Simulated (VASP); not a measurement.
# Tl (Pm-3m) in VASP: further runs

Runs on Tl. Level: r2SCAN. Tasks: single point.

All numbers are computed with VASP 6.6.1; they aren't measurements. Logs are shortened: lines on timing, memory, paths and dates and some standing lists are left out, and cuts for length are marked.

### Step 1. The cell of the first run

Symmetry: Pm-3m, No. 221, cubic system. The conventional cell has a = 3.182 Å, b = 3.182 Å, c = 3.182 Å, α = 90.00°, β = 90.00°, γ = 90.00°. Within 4.2 Å of Tl (site symmetry m-3m) lie 6 Tl at 3.18 Å.

This isn't the form of Tl at room conditions, which is hcp.

### Step 2. Single point, r2SCAN (32.21 Å³/atom)

POSCAR

```
Tl
1.0
    3.1818756152      0.0000000000      0.0000000000
    0.0000000000      3.1818756152      0.0000000000
    0.0000000000      0.0000000000      3.1818756152
Tl
1
Direct
    0.0000000000      0.0000000000      0.0000000000
```

INCAR.step1

```
SYSTEM = Tl
PREC = Accurate
ENCUT = 520
ISMEAR = -1
SIGMA = 0.1
LREAL = .FALSE.
LASPH = .TRUE.
NELM = 60
NBANDS = 12
GGA = PE
ALGO = Normal
EDIFF = 1E-4
LWAVE = .TRUE.
LCHARG = .FALSE.
```

INCAR.step2

```
SYSTEM = Tl
PREC = Accurate
ENCUT = 520
EDIFF = 1E-7
ISMEAR = -1
SIGMA = 0.1
LREAL = .FALSE.
LASPH = .TRUE.
NELM = 60
ALGO = Normal
ISIF = 2
LWAVE = .FALSE.
LCHARG = .FALSE.
METAGGA = R2SCAN
LMIXTAU = .TRUE.
NBANDS = 12
ISTART = 1
```

KPOINTS

```
Automatic mesh
0
G
  11 11 11
  0 0 0
```

Potentials or basis: VASP PAW PBE potentials, release 64 (Tl_d).

On the command line:

```
$ cat potpaw_PBE.64/Tl_d/POTCAR > POTCAR
$ cp INCAR.step1 INCAR
$ mpirun -np 1 vasp_std > vasp.out
$ cp INCAR.step2 INCAR
$ mpirun -np 1 vasp_std > vasp.out
```

OUTCAR:

```text
SYSTEM = Tl
   PREC = Accurate
   ENCUT = 520
   EDIFF = 1E-7
   ISMEAR = -1
   LREAL = .FALSE.
   LASPH = .TRUE.
   NELM = 60
   ISIF = 2
   METAGGA = R2SCAN
   ISTART = 1

 ion  position               nearest neighbor table
   1  0.000  0.000  0.000-

  LATTYP: Found a simple cubic cell.
 ALAT       =     3.1818756152

  Lattice vectors:

 A1 = (   3.1818756152,   0.0000000000,   0.0000000000)
 A2 = (   0.0000000000,   3.1818756152,   0.0000000000)
 A3 = (   0.0000000000,   0.0000000000,   3.1818756152)

Analysis of symmetry for initial positions (statically):
=====================================================================
 Subroutine PRICEL returns:
 Original cell was already a primitive cell.

 Routine SETGRP: Setting up the symmetry group for a
 simple cubic supercell.

 Subroutine GETGRP returns: Found 48 space group operations
 (whereof 48 operations were pure point group operations)
 out of a pool of 48 trial point group operations.

The static configuration has the point symmetry O_h .

Analysis of symmetry for dynamics (positions and initial velocities):
=====================================================================
 Subroutine PRICEL returns:
 Original cell was already a primitive cell.

 Routine SETGRP: Setting up the symmetry group for a
 simple cubic supercell.

 Subroutine GETGRP returns: Found 48 space group operations
 (whereof 48 operations were pure point group operations)
 out of a pool of 48 trial point group operations.

The dynamic configuration has the point symmetry O_h .

 Subroutine INISYM returns: Found 48 space group operations
 (whereof 48 operations are pure point group operations),
 and found     1 'primitive' translations

----------------------------------------------------------------------------------------

                                     Primitive cell

  volume of cell :      32.2144

  direct lattice vectors                    reciprocal lattice vectors
     3.181875615  0.000000000  0.000000000     0.314280041  0.000000000  0.000000000
     0.000000000  3.181875615  0.000000000     0.000000000  0.314280041  0.000000000
     0.000000000  0.000000000  3.181875615     0.000000000  0.000000000  0.314280041

  length of vectors
     3.181875615  3.181875615  3.181875615     0.314280041  0.314280041  0.314280041

  position of ions in fractional coordinates (direct lattice)
     0.000000000  0.000000000  0.000000000

  ion indices of the primitive-cell ions
   primitive index   ion index
                 1           1

----------------------------------------------------------------------------------------

 KPOINTS: Automatic mesh

Automatic generation of k-mesh.
 Grid dimensions read from file:
 generate k-points for:   11   11   11

 Generating k-lattice:

  Cartesian coordinates                     Fractional coordinates (reciprocal lattice)
     0.028570913  0.000000000  0.000000000     0.090909091  0.000000000  0.000000000
     0.000000000  0.028570913  0.000000000     0.000000000  0.090909091  0.000000000
     0.000000000  0.000000000  0.028570913     0.000000000  0.000000000  0.090909091

  Length of vectors
     0.028570913  0.028570913  0.028570913

  Shift w.r.t. Gamma in fractional coordinates (k-lattice)
     0.000000000  0.000000000  0.000000000

 Subroutine IBZKPT returns following result:
 ===========================================

 Found     56 irreducible k-points:

 Following reciprocal coordinates:
            Coordinates               Weight
  0.000000  0.000000  0.000000      1.000000
  0.090909  0.000000  0.000000      6.000000
  0.181818  0.000000  0.000000      6.000000
  0.272727  0.000000  0.000000      6.000000
  0.363636  0.000000  0.000000      6.000000
  0.454545  0.000000  0.000000      6.000000
[... 16 lines left out ...]
  0.181818  0.090909  0.090909     24.000000
  0.272727  0.090909  0.090909     24.000000
 [... further k-points ...]
   k-points           NKPTS =     56   k-points in BZ     NKDIM =     56   number of bands    NBANDS=     12
   number of dos      NEDOS =    301   number of ions     NIONS =      1
   total plane-waves  NPLWV =  13824
   dimension x,y,z NGX =    24 NGY =   24 NGZ =   24
   dimension x,y,z NGXF=    48 NGYF=   48 NGZF=   48
   ions per type =               1
   NGX,Y,Z   is equivalent  to a cutoff of  12.54, 12.54, 12.54 a.u.
   NGXF,Y,Z  is equivalent  to a cutoff of  25.08, 25.08, 25.08 a.u.
 SYSTEM =  Tl
   PREC   = accura    normal or accurate (medium, high low for compatibility)
   ISTART =      1    job   : 0-new  1-cont  2-samecut
   ICHARG =      0    charge: 1-file 2-atom 10-const
   ISPIN  =      1    spin polarized calculation?
   LNONCOLLINEAR =      F non collinear calculations
   LSORBIT =      F    spin-orbit coupling
   LASPH  =      T    aspherical Exc in radial PAW
   ENCUT  =  520.0 eV  38.22 Ry    6.18 a.u.   5.92  5.92  5.92*2*pi/ulx,y,z
   NELM   =     60;   NELMIN=  2; NELMDL=  0     # of ELM steps
   EDIFF  = 0.1E-06   stopping-criterion for ELM
   LREAL  =      F    real-space projection
   EDIFFG = 0.1E-05   stopping-criterion for IOM
   NSW    =      0    number of steps for IOM
   IBRION =     -1    ionic relax: 0-MD 1-quasi-New 2-CG
   NFREE  =      0    steps in history (QN), initial steepest desc. (CG)
   ISIF   =      2    stress and relaxation
   ISYM   =      2    0-nonsym 1-usesym 2-fastsym
   POTIM  = 0.5000    time-step for ionic-motion
   TEBEG  =    0.0;   TEEND  =   0.0 temperature during run
   PSTRESS=    0.0 pullay stress
   NELECT =      13.0000    total number of electrons
   NUPDOWN=      -1.0000    fix difference up-down
   EMIN   =  10.00;   EMAX   =-10.00  energy-range for DOS
   EFERMI =   0.00;   METHOD = LEGACY
   ISMEAR =    -1;   SIGMA  =   0.10  broadening in eV -4-tet -1-fermi 0-gaus
   EFERMI_NEDOS =   21; number of points for ismear=-14 and -15
   IALGO  =     38    algorithm
   IMIX   =      4    mixing-type and parameters
     AMIX     =   0.40;   BMIX     =  1.00
     AMIX_MAG =   1.60;   BMIX_MAG =  1.00
  volume/ion in A,a.u.               =      32.21       217.39
  Fermi-wavevector in a.u.,A,eV,Ry     =   1.209779  2.286151 19.913018  1.463566
  Thomas-Fermi vector in A             =   2.345346
   LORBIT       =      0    0 simple, 1 ext, 2 COOP (PROOUT), +10 PAW based schemes
   METAGGA = R2SCAN    functional components
   LHFCALC =     F    Hartree Fock is set to
   AEXX    =    0.0000 exact exchange contribution
   IVDW    =     0    specifies the selected vdW correction
   LEPSILON=     F    determine dielectric tensor
   LRPA    =     F    only Hartree local field effects (RPA)
 non-spin polarized calculation
  energy-cutoff  :      520.00
  volume of cell :       32.21
 maximum number of plane-waves:       895
 NGX is ok and might be reduce to    24
   NGX = 11   NGY = 11   NGZ = 11

 number of electron      13.0000006 magnetization

 Free energy of the ion-electron system (eV)
  ---------------------------------------------------
  ext. energy  EPLUGINS =         0.00000000
  ---------------------------------------------------
  free energy    TOTEN  =       -53.06989513 eV

  energy without entropy =      -53.05201797  energy(sigma->0) =      -53.06095655

 E-fermi :   5.3923     XC(G=0): -10.1257

 val. band max:        5.3005680141   @ k =   0.4545   0.4545   0.0909
 cond. band min:       5.4209812963   @ k =   0.3636   0.2727   0.0909
 fundamental gap:      0.1204132822
 Fermi energy:         5.3923385476

 k-point     1 :       0.0000    0.0000    0.0000
  band No.  band energies     occupation
      1      -7.3993      2.00000
      2      -7.3993      2.00000
      3      -6.3418      2.00000
      4      -6.3418      2.00000
      5      -6.3418      2.00000
      6      -4.6476      2.00000
      7      12.4036      0.00000
      8      12.4036      0.00000
      9      12.4036      0.00000
     10      15.6070      0.00000
     11      17.2033      0.00000
     12      17.2033      0.00000

 k-point     2 :       0.0909    0.0000    0.0000
  band No.  band energies     occupation
      1      -7.3937      2.00000
      2      -7.3439      2.00000
      3      -6.3667      2.00000
      4      -6.3667      2.00000
      5      -6.3396      2.00000
      6      -4.5123      2.00000
      7      10.9184      0.00000
      8      12.5699      0.00000
      9      12.5699      0.00000
     10      16.0940      0.00000
     11      17.2370      0.00000
     12      18.4411      0.00000

 k-point     3 :       0.1818    0.0000    0.0000
  band No.  band energies     occupation
      1      -7.3787      2.00000
      2      -7.2034      2.00000
      3      -6.4327      2.00000
      4      -6.4327      2.00000
      5      -6.3340      2.00000
      6      -4.0942      2.00000
      7       8.5240      0.00000
      8      13.0470      0.00000
      9      13.0470      0.00000
     10      16.4376      0.00000
     11      17.3367      0.00000
     12      21.2067      0.00000
[... 286 lines left out ...]
 k-point    23 :       0.1818    0.0909    0.0909
  band No.  band energies     occupation
      1      -7.2909      2.00000
      2      -7.1556      2.00000
      3      -6.4654      2.00000
      4      -6.4567      2.00000
      5      -6.3841      2.00000
      6      -3.8310      2.00000
      7       8.8146      0.00000
      8      11.5638      0.00000
      9      11.7969      0.00000
     10      18.3878      0.00000
     11      18.7365      0.00000
     12      21.1503      0.00000

 k-point    24 :       0.2727    0.0909    0.0909
  band No.  band energies     occupation
      1      -7.2717      2.00000
      2      -6.9754      2.00000
      3      -6.5556      2.00000
      4      -6.5445      2.00000
      5      -6.3760      2.00000
      6      -3.1283      2.00000
      7       6.4643      0.00004
      8      12.2309      0.00000
      9      12.4833      0.00000
     10      18.4910      0.00000
     11      18.5569      0.00000
     12      21.1187      0.00000

 [... further k-points ...]
[... 5 lines left out ...]
  --------------------------------------------------------------------------------------
  -------------------------------------------------------------------------------------
  Total        0.0408413      0.0408413      0.0408413     -0.0000000     -0.0000000      0.0000000
  in kB        2.0312363      2.0312363      2.0312363     -0.0000000     -0.0000000      0.0000000
  external PRESSURE =       2.0312363 kB  Pullay stress =       0.0000000 kB

 VOLUME and BASIS-vectors are now :
 -----------------------------------------------------------------------------
  energy-cutoff  :      520.00
  volume of cell :       32.21
      direct lattice vectors                 reciprocal lattice vectors
     3.181875615  0.000000000  0.000000000     0.314280041  0.000000000  0.000000000
     0.000000000  3.181875615  0.000000000     0.000000000  0.314280041  0.000000000
     0.000000000  0.000000000  3.181875615     0.000000000  0.000000000  0.314280041

 POSITION                                       TOTAL-FORCE (eV/Angst)
 -----------------------------------------------------------------------------------
      0.00000      0.00000      0.00000         0.000000      0.000000      0.000000
 -----------------------------------------------------------------------------------
    total drift:                                0.000000     -0.000000      0.000000

  FREE ENERGIE OF THE ION-ELECTRON SYSTEM (eV)
  ---------------------------------------------------
  free  energy   TOTEN  =       -53.0698951284 eV

  energy  without entropy=      -53.0520179733  energy(sigma->0) =      -53.06095655
```

It took 30 s on 1 thread of AMD EPYC 7R13, shared host; peak memory 0.16 GiB.

What came out:

```yaml
Free_energy: -53.0699 eV
Pressure: 0.2 GPa
Band_gap_on_the_k_mesh: zero (an odd number of electrons rules out a gap without spin polarisation)
```

Caveat: the PAW data sets were made with another functional, which shifts forces and pressure a little; spin-orbit coupling is left out, which moves the levels of the heavy elements.

[end of part 1 of 2]

The gap in the log of VASP goes by the Fermi energy; the results here count the filled bands.